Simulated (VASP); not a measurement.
# Rb (Pm-3m) in VASP: further runs

The runs below take Rb through single point, relaxation of cell and atoms, with LDA.

Everything below comes from runs of VASP 6.6.1. Logs are shortened: lines on timing, memory, paths and dates and some standing lists are left out, and cuts for length are marked.

### 1 The cell of the first run

It takes space group Pm-3m (No. 221, cubic). Conventional cell: a = 4.453 Å, b = 4.453 Å, c = 4.453 Å, α = 90.00°, β = 90.00°, γ = 90.00°. Rb (site symmetry m-3m) has 6 Rb at 4.45 Å within 5.8 Å.

This isn't the form of Rb at room conditions, which is bcc.

### 2 Single point, LDA (88.28 Å³/atom)

The input, INCAR:

```
SYSTEM = Rb
  ALGO = Normal
  EDIFF = 1E-7
  ENCUT = 520
  GGA = CA
  ISIF = 2
  ISMEAR = -1
  LASPH = .True.
  LCHARG = .True.
  LELF = .True.
  LREAL = .False.
  LVHAR = .True.
  LWAVE = .False.
  NBANDS = 10
  NELM = 100
  PREC = Accurate
  SIGMA = 0.1
```

The input, KPOINTS:

```
k-points
0
Gamma
  8 8 8
  0 0 0
```

The input, POSCAR:

```
Rb
1.0
    4.4526168540      0.0000000000      0.0000000000
    0.0000000000      4.4526168540      0.0000000000
    0.0000000000      0.0000000000      4.4526168540
Rb
1
Direct
    0.0000000000      0.0000000000      0.0000000000
```

Potentials or basis: VASP PAW LDA potentials, release 64 (Rb_sv).

Launch:

```console
$ cat potpaw_LDA.64/Rb_sv/POTCAR > POTCAR
$ mpirun -np 1 vasp_std > vasp.out
```

OUTCAR:

```text
SYSTEM = Rb
   EDIFF = 1E-7
   ENCUT = 520
   GGA = CA
   ISIF = 2
   ISMEAR = -1
   LASPH = .True.
   LREAL = .False.
   NELM = 100
   PREC = Accurate

 ion  position               nearest neighbor table
   1  0.000  0.000  0.000-

  LATTYP: Found a simple cubic cell.
 ALAT       =     4.4526168540

  Lattice vectors:

 A1 = (   4.4526168540,   0.0000000000,   0.0000000000)
 A2 = (   0.0000000000,   4.4526168540,   0.0000000000)
 A3 = (   0.0000000000,   0.0000000000,   4.4526168540)

Analysis of symmetry for initial positions (statically):
=====================================================================
 Subroutine PRICEL returns:
 Original cell was already a primitive cell.

 Routine SETGRP: Setting up the symmetry group for a
 simple cubic supercell.

 Subroutine GETGRP returns: Found 48 space group operations
 (whereof 48 operations were pure point group operations)
 out of a pool of 48 trial point group operations.

The static configuration has the point symmetry O_h .

Analysis of symmetry for dynamics (positions and initial velocities):
=====================================================================
 Subroutine PRICEL returns:
 Original cell was already a primitive cell.

 Routine SETGRP: Setting up the symmetry group for a
 simple cubic supercell.

 Subroutine GETGRP returns: Found 48 space group operations
 (whereof 48 operations were pure point group operations)
 out of a pool of 48 trial point group operations.

The dynamic configuration has the point symmetry O_h .

 Subroutine INISYM returns: Found 48 space group operations
 (whereof 48 operations are pure point group operations),
 and found     1 'primitive' translations

----------------------------------------------------------------------------------------

                                     Primitive cell

  volume of cell :      88.2767

  direct lattice vectors                    reciprocal lattice vectors
     4.452616854  0.000000000  0.000000000     0.224587031  0.000000000  0.000000000
     0.000000000  4.452616854  0.000000000     0.000000000  0.224587031  0.000000000
     0.000000000  0.000000000  4.452616854     0.000000000  0.000000000  0.224587031

  length of vectors
     4.452616854  4.452616854  4.452616854     0.224587031  0.224587031  0.224587031

  position of ions in fractional coordinates (direct lattice)
     0.000000000  0.000000000  0.000000000

  ion indices of the primitive-cell ions
   primitive index   ion index
                 1           1

----------------------------------------------------------------------------------------

 KPOINTS: k-points

Automatic generation of k-mesh.
 Grid dimensions read from file:
 generate k-points for:    8    8    8

 Generating k-lattice:

  Cartesian coordinates                     Fractional coordinates (reciprocal lattice)
     0.028073379  0.000000000  0.000000000     0.125000000  0.000000000  0.000000000
     0.000000000  0.028073379  0.000000000     0.000000000  0.125000000  0.000000000
     0.000000000  0.000000000  0.028073379     0.000000000  0.000000000  0.125000000

  Length of vectors
     0.028073379  0.028073379  0.028073379

  Shift w.r.t. Gamma in fractional coordinates (k-lattice)
     0.000000000  0.000000000  0.000000000

 Subroutine IBZKPT returns following result:
 ===========================================

 Found     35 irreducible k-points:

 Following reciprocal coordinates:
            Coordinates               Weight
  0.000000  0.000000  0.000000      1.000000
  0.125000  0.000000  0.000000      6.000000
  0.250000  0.000000  0.000000      6.000000
  0.375000  0.000000  0.000000      6.000000
  0.500000  0.000000  0.000000      3.000000
  0.125000  0.125000  0.000000     12.000000
[... 16 lines left out ...]
  0.375000  0.375000  0.125000     24.000000
  0.500000  0.375000  0.125000     24.000000
 [... further k-points ...]
   k-points           NKPTS =     35   k-points in BZ     NKDIM =     35   number of bands    NBANDS=     10
   number of dos      NEDOS =    301   number of ions     NIONS =      1
   total plane-waves  NPLWV =  46656
   dimension x,y,z NGX =    36 NGY =   36 NGZ =   36
   dimension x,y,z NGXF=    72 NGYF=   72 NGZF=   72
   ions per type =               1
   NGX,Y,Z   is equivalent  to a cutoff of  13.44, 13.44, 13.44 a.u.
   NGXF,Y,Z  is equivalent  to a cutoff of  26.88, 26.88, 26.88 a.u.
 SYSTEM =  Rb
   PREC   = accura    normal or accurate (medium, high low for compatibility)
   ISTART =      0    job   : 0-new  1-cont  2-samecut
   ICHARG =      2    charge: 1-file 2-atom 10-const
   ISPIN  =      1    spin polarized calculation?
   LNONCOLLINEAR =      F non collinear calculations
   LSORBIT =      F    spin-orbit coupling
   LASPH  =      T    aspherical Exc in radial PAW
   ENCUT  =  520.0 eV  38.22 Ry    6.18 a.u.   8.28  8.28  8.28*2*pi/ulx,y,z
   NELM   =    100;   NELMIN=  2; NELMDL= -5     # of ELM steps
   EDIFF  = 0.1E-06   stopping-criterion for ELM
   LREAL  =      F    real-space projection
   EDIFFG = 0.1E-05   stopping-criterion for IOM
   NSW    =      0    number of steps for IOM
   IBRION =     -1    ionic relax: 0-MD 1-quasi-New 2-CG
   NFREE  =      0    steps in history (QN), initial steepest desc. (CG)
   ISIF   =      2    stress and relaxation
   ISYM   =      2    0-nonsym 1-usesym 2-fastsym
   POTIM  = 0.5000    time-step for ionic-motion
   TEBEG  =    0.0;   TEEND  =   0.0 temperature during run
   PSTRESS=    0.0 pullay stress
   NELECT =       9.0000    total number of electrons
   NUPDOWN=      -1.0000    fix difference up-down
   EMIN   =  10.00;   EMAX   =-10.00  energy-range for DOS
   EFERMI =   0.00;   METHOD = LEGACY
   ISMEAR =    -1;   SIGMA  =   0.10  broadening in eV -4-tet -1-fermi 0-gaus
   EFERMI_NEDOS =   21; number of points for ismear=-14 and -15
   IALGO  =     38    algorithm
   IMIX   =      4    mixing-type and parameters
     AMIX     =   0.40;   BMIX     =  1.00
     AMIX_MAG =   1.60;   BMIX_MAG =  1.00
  volume/ion in A,a.u.               =      88.28       595.72
  Fermi-wavevector in a.u.,A,eV,Ry     =   0.764787  1.445237  7.958030  0.584899
  Thomas-Fermi vector in A             =   1.864765
   LORBIT       =      0    0 simple, 1 ext, 2 COOP (PROOUT), +10 PAW based schemes
   GGA     = CA    functional components
[... 43 lines left out ...]
  band No.  band energies     occupation
      1     -29.0370      2.00000
      2     -13.1374      2.00000
      3     -13.1088      2.00000
      4     -13.1088      2.00000
      5      -1.9952      2.00000
      6       2.0738      0.00000
      7       2.1871      0.00000
      8       5.1833      0.00000
      9       5.1833      0.00000
     10       5.4399      0.00000

 k-point     3 :       0.2500    0.0000    0.0000
  band No.  band energies     occupation
      1     -29.0344      2.00000
      2     -13.2000      2.00000
      3     -13.1034      2.00000
      4     -13.1034      2.00000
      5      -1.5652      2.00000
      6       1.7168      0.00000
      7       2.3721      0.00000
      8       4.5641      0.00000
      9       4.5641      0.00000
     10       5.1905      0.00000

 k-point     4 :       0.3750    0.0000    0.0000
  band No.  band energies     occupation
      1     -29.0318      2.00000
      2     -13.2612      2.00000
      3     -13.0980      2.00000
      4     -13.0980      2.00000
      5      -0.9218      1.99929
      6       0.9500      0.00004
      7       2.5926      0.00000
      8       4.1625      0.00000
      9       4.1625      0.00000
     10       5.8209      0.00000

 k-point     5 :       0.5000    0.0000    0.0000
  band No.  band energies     occupation
      1     -29.0307      2.00000
      2     -13.2861      2.00000
      3     -13.0957      2.00000
      4     -13.0957      2.00000
      5      -0.3513      1.80698
      6       0.3016      0.02696
      7       2.6990      0.00000
      8       4.0239      0.00000
      9       4.0239      0.00000
     10       6.1052      0.00000

 k-point     6 :       0.1250    0.1250    0.0000
  band No.  band energies     occupation
      1     -29.0360      2.00000
      2     -13.1363      2.00000
      3     -13.1336      2.00000
      4     -13.1066      2.00000
      5      -1.8453      2.00000
      6       2.1257      0.00000
      7       2.1820      0.00000
      8       4.4499      0.00000
      9       5.0495      0.00000
     10       5.6207      0.00000

 k-point     7 :       0.2500    0.1250    0.0000
  band No.  band energies     occupation
      1     -29.0334      2.00000
      2     -13.1972      2.00000
      3     -13.1291      2.00000
      4     -13.1012      2.00000
      5      -1.4191      2.00000
      6       1.8061      0.00000
      7       2.3586      0.00000
      8       3.9637      0.00000
      9       4.5953      0.00000
     10       5.5799      0.00000

 k-point     8 :       0.3750    0.1250    0.0000
  band No.  band energies     occupation
      1     -29.0307      2.00000
      2     -13.2579      2.00000
      3     -13.1232      2.00000
      4     -13.0959      2.00000
      5      -0.7785      1.99702
      6       1.0258      0.00002
      7       2.6171      0.00000
      8       3.7538      0.00000
      9       4.2187      0.00000
     10       5.6565      0.00000

 k-point     9 :       0.5000    0.1250    0.0000
  band No.  band energies     occupation
      1     -29.0297      2.00000
      2     -13.2827      2.00000
      3     -13.1208      2.00000
      4     -13.0936      2.00000
      5      -0.1772      1.24283
      6       0.3418      0.01813
      7       2.7651      0.00000
      8       3.6209      0.00000
      9       4.0841      0.00000
     10       5.6992      0.00000
[... 118 lines left out ...]
 k-point    19 :       0.5000    0.1250    0.1250
  band No.  band energies     occupation
      1     -29.0286      2.00000
      2     -13.2793      2.00000
      3     -13.1197      2.00000
      4     -13.1174      2.00000
      5      -0.0039      0.44962
      6       0.3878      0.01147
      7       2.8486      0.00000
      8       3.3843      0.00000
      9       4.0453      0.00000
     10       5.1934      0.00000

 k-point    20 :       0.2500    0.2500    0.1250
  band No.  band energies     occupation
      1     -29.0297      2.00000
      2     -13.1901      2.00000
      3     -13.1850      2.00000
      4     -13.1210      2.00000
      5      -0.8690      1.99879
      6       2.0756      0.00000
      7       2.1886      0.00000
      8       3.4572      0.00000
      9       4.0284      0.00000
     10       4.6034      0.00000

 k-point    21 :       0.3750    0.2500    0.1250
  band No.  band energies     occupation
      1     -29.0271      2.00000
      2     -13.2470      2.00000
      3     -13.1806      2.00000
      4     -13.1153      2.00000
      5      -0.2597      1.57843
      6       1.3352      0.00000
      7       2.4847      0.00000
      8       3.3258      0.00000
      9       3.9520      0.00000
     10       4.5826      0.00000

 k-point    22 :       0.5000    0.2500    0.1250
  band No.  band energies     occupation
      1     -29.0260      2.00000
      2     -13.2712      2.00000
      3     -13.1779      2.00000
      4     -13.1130      2.00000
      5       0.4754      0.00480
      6       0.5136      0.00328
      7       2.8128      0.00000
      8       2.9629      0.00000
      9       4.1582      0.00000
     10       4.5388      0.00000

 k-point    23 :       0.3750    0.3750    0.1250
  band No.  band energies     occupation
      1     -29.0245      2.00000
      2     -13.2404      2.00000
      3     -13.2379      2.00000
      4     -13.1098      2.00000
      5       0.2604      0.04046
      6       1.4520      0.00000
      7       2.1425      0.00000
      8       3.0175      0.00000
      9       4.1122      0.00000
     10       4.4587      0.00000

 k-point    24 :       0.5000    0.3750    0.1250
  band No.  band energies     occupation
      1     -29.0235      2.00000
      2     -13.2630      2.00000
      3     -13.2359      2.00000
      4     -13.1075      2.00000
      5       0.6731      0.00067
      6       1.1549      0.00001
      7       2.3122      0.00000
      8       2.6620      0.00000
      9       4.3483      0.00000
     10       4.3853      0.00000

 [... further k-points ...]
[... 5 lines left out ...]
  --------------------------------------------------------------------------------------
  -------------------------------------------------------------------------------------
  Total       -0.0646301     -0.0646301     -0.0646301      0.0000000      0.0000000     -0.0000000
  in kB       -1.1730038     -1.1730038     -1.1730038      0.0000000      0.0000000     -0.0000000
  external PRESSURE =      -1.1730038 kB  Pullay stress =       0.0000000 kB

 VOLUME and BASIS-vectors are now :
 -----------------------------------------------------------------------------
  energy-cutoff  :      520.00
  volume of cell :       88.28
      direct lattice vectors                 reciprocal lattice vectors
     4.452616854  0.000000000  0.000000000     0.224587031  0.000000000  0.000000000
     0.000000000  4.452616854  0.000000000     0.000000000  0.224587031  0.000000000
     0.000000000  0.000000000  4.452616854     0.000000000  0.000000000  0.224587031

 POSITION                                       TOTAL-FORCE (eV/Angst)
 -----------------------------------------------------------------------------------
      0.00000      0.00000      0.00000         0.000000      0.000000      0.000000
 -----------------------------------------------------------------------------------
    total drift:                                0.000000      0.000000     -0.000000

  FREE ENERGIE OF THE ION-ELECTRON SYSTEM (eV)
  ---------------------------------------------------
  free  energy   TOTEN  =        -0.9747205524 eV

  energy  without entropy=       -0.9493109358  energy(sigma->0) =       -0.96201574
```

It took 16 s on 1 thread of Intel Xeon 6975P-C (Granite Rapids), shared host; peak memory 0.17 GiB.

Results:

```
Free energy            : -0.9747 eV
Pressure               : -0.1 GPa
Band gap on the k mesh : zero (an odd number of electrons rules out a gap without spin polarisation)
```

### 3 Single point, LDA (91.67 Å³/atom)

This run uses another cell than the first one, of 91.67 Å³/atom.

The input, INCAR:

```
PREC = Accurate
ENCUT = 520
EDIFF = 1E-6
ISMEAR = -1
SIGMA = 0.1
LREAL = False
LASPH = True
NELM = 100
ALGO = Normal
ISIF = 2
LWAVE = False
LCHARG = False
GGA = CA
NBANDS = 10
```

The input, KPOINTS:

```
regular mesh
0
Gamma
  8 8 8
```

The input, POSCAR:

```
Rb
1.0
    4.5089850766      0.0000000000      0.0000000000
    0.0000000000      4.5089850766      0.0000000000
    0.0000000000      0.0000000000      4.5089850766
Rb
1
Direct
    0.0000000000      0.0000000000      0.0000000000
```

Potentials or basis: VASP PAW LDA potentials, release 64 (Rb_sv).

Launch:

```console
$ cat potpaw_LDA.64/Rb_sv/POTCAR > POTCAR
$ mpirun -np 1 vasp_std > vasp.out
```

Wall time 12 s (1 thread of Intel Xeon 6975P-C (Granite Rapids), shared host); peak memory 0.17 GiB.

Results (log left out):

```yaml
Free_energy: -0.9714 eV
Pressure: -0.2 GPa
Band_gap_on_the_k_mesh: zero (an odd number of electrons rules out a gap without spin polarisation)
```

Levels at points of the mesh, in eV from the Fermi level:
| k point | band 1 | band 2 | band 3 | band 4 | band 5 | band 6 | band 7 | band 8 |
| --- | --- | --- | --- | --- | --- | --- | --- | --- |
| (0.00, 0.00, 0.00) | -28.92 | -13.00 | -13.00 | -13.00 | -1.97 | 2.25 | 2.25 | 5.92 |
| (0.50, 0.00, 0.00) | -28.91 | -13.15 | -12.98 | -12.98 | -0.22 | 0.42 | 2.82 | 4.11 |
| (0.50, 0.50, 0.00) | -28.91 | -13.13 | -13.13 | -12.97 | 0.83 | 1.61 | 2.25 | 2.25 |
| (0.50, 0.50, 0.50) | -28.90 | -13.11 | -13.11 | -13.11 | 1.81 | 1.81 | 1.81 | 3.89 |

### 4 Single point, LDA (95.07 Å³/atom)

This run uses another cell than the first one, of 95.07 Å³/atom.

The input, INCAR:

```
SYSTEM = Rb
  PREC = Accurate
  ENCUT = 520
  EDIFF = 1E-6
  ISMEAR = -1
  SIGMA = 0.1
  LREAL = .FALSE.
  LASPH = .TRUE.
  NELM = 80
  ALGO = Normal
  ISIF = 2
  LWAVE = .FALSE.
  LCHARG = .FALSE.
  NBANDS = 10
```

The input, KPOINTS:

```
Automatic mesh
0
G
  8 8 8
  0 0 0
```

The input, POSCAR:

```
Rb
1.0
    4.5639781193      0.0000000000      0.0000000000
    0.0000000000      4.5639781193      0.0000000000
    0.0000000000      0.0000000000      4.5639781193
Rb
1
Direct
    0.0000000000      0.0000000000      0.0000000000
```

Launch:

```console
$ cat potpaw_LDA.64/Rb_sv/POTCAR > POTCAR
$ mpirun -np 1 vasp_std > vasp.out
```

Wall time 12 s (1 thread of Intel Xeon 6975P-C (Granite Rapids), shared host); peak memory 0.18 GiB.

The run converged. Its results:

```yaml
Free_energy: -0.9665 eV
Pressure: -0.3 GPa
Band_gap_on_the_k_mesh: zero (an odd number of electrons rules out a gap without spin polarisation)
```

Levels at points of the mesh, in eV from the Fermi level:
```tsv
k point	band 1	band 2	band 3	band 4	band 5	band 6	band 7	band 8	band 9
(0.00, 0.00, 0.00)	-28.93	-13.01	-13.01	-13.01	-1.92	2.26	2.26	5.83	5.83
(0.50, 0.00, 0.00)	-28.92	-13.15	-13.00	-13.00	-0.22	0.42	2.81	4.07	4.07
(0.50, 0.50, 0.00)	-28.92	-13.13	-13.13	-12.99	0.87	1.57	2.18	2.18	4.52
(0.50, 0.50, 0.50)	-28.91	-13.12	-13.12	-13.12	1.83	1.83	1.83	3.86	4.14
```

### 5 Relaxation of cell and atoms, LDA

This run uses another cell than the first one, of 94.07 Å³/atom.

The input, INCAR:

```
SYSTEM = Rb
PREC = Accurate ; ENCUT = 600
EDIFF = 1E-7 ; ISMEAR = -1
SIGMA = 0.1 ; LREAL = .FALSE.
LASPH = .TRUE. ; NELM = 60
ALGO = Normal ; ISIF = 3
LWAVE = .FALSE. ; LCHARG = .FALSE.
IBRION = 2 ; NSW = 80
EDIFFG = -0.01
```

The input, KPOINTS:

```
Automatic mesh
0
G
  7 7 7
  0 0 0
```

The input, POSCAR:

```
Rb
1.0
    4.5480067166      0.0000000000      0.0000000000
    0.0000000000      4.5480067166      0.0000000000
    0.0000000000      0.0000000000      4.5480067166
Rb
1
Direct
    0.0000000000      0.0000000000      0.0000000000
```

Launch:

```console
$ cat potpaw_LDA.64/Rb_sv/POTCAR > POTCAR
$ mpirun -np 1 vasp_std > vasp.out
```

Run time: 25 s. Hardware: 1 thread of Intel Xeon 6975P-C (Granite Rapids), shared host; peak memory 0.18 GiB.

Results (log left out):

* Free energy: -0.9755 eV
* Relaxed volume: 84.06 Å³/atom
* Relaxed cell: a = 4.381 Å, b = 4.381 Å, c = 4.381 Å, α = 90.00°, β = 90.00°, γ = 90.00°
* Space group after relaxing (to 0.1 Å): Pm-3m (No. 221)
* Energy gained by relaxing: 7.8 meV/atom
* Ionic steps: 4
* Pressure after relaxing: 0.0 GPa
* Band gap on the k mesh: zero (an odd number of electrons rules out a gap without spin polarisation)

Step by step:
```
step  energy change (eV)  largest force (eV/Å)  pressure (GPa)  volume (Å³)
   1              0.0000                0.0000           -0.24        94.07
   2             -0.0027                0.0000           -0.21        92.15
   3             -0.0074                0.0000           -0.07        86.54
   4             -0.0078                0.0000            0.02        84.06
```

Final structure:
```yaml
crystal:
  lattice:
    - [4.38052, 0.00000, 0.00000]
    - [0.00000, 4.38052, 0.00000]
    - [0.00000, 0.00000, 4.38052]
  atoms:
    - { symbol: Rb, position: [0.00000, 0.00000, 0.00000] }
```

Levels at points of the mesh, in eV from the Fermi level:
```csv
k point,band 3,band 4,band 5,band 6,band 7,band 8
"(0.00, 0.00, 0.00)",-12.97,-12.97,-2.09,2.23,2.23,6.15
```

### 6 Overview

```csv
task,cell,k mesh,cutoff (eV),gap on the mesh (eV),pressure (GPa)
single point,"a = 4.453 Å, 1 atom",8 × 8 × 8,520,none,-0.1
single point,"a = 4.509 Å, 1 atom",8 × 8 × 8,520,none,-0.2
single point,"a = 4.564 Å, 1 atom",8 × 8 × 8,520,none,-0.3
relaxation of cell and atoms,"relaxed from a = 4.548 Å, 1 atom",7 × 7 × 7,600,none,0.0
```

Alike in all rows: level LDA; potentials or basis VASP PAW LDA potentials, release 64 (Rb_sv); no spin polarisation; smearing fermi-dirac 0.1 eV.

Total energies depend on the potentials used, so only differences within one code and one set of settings carry meaning.
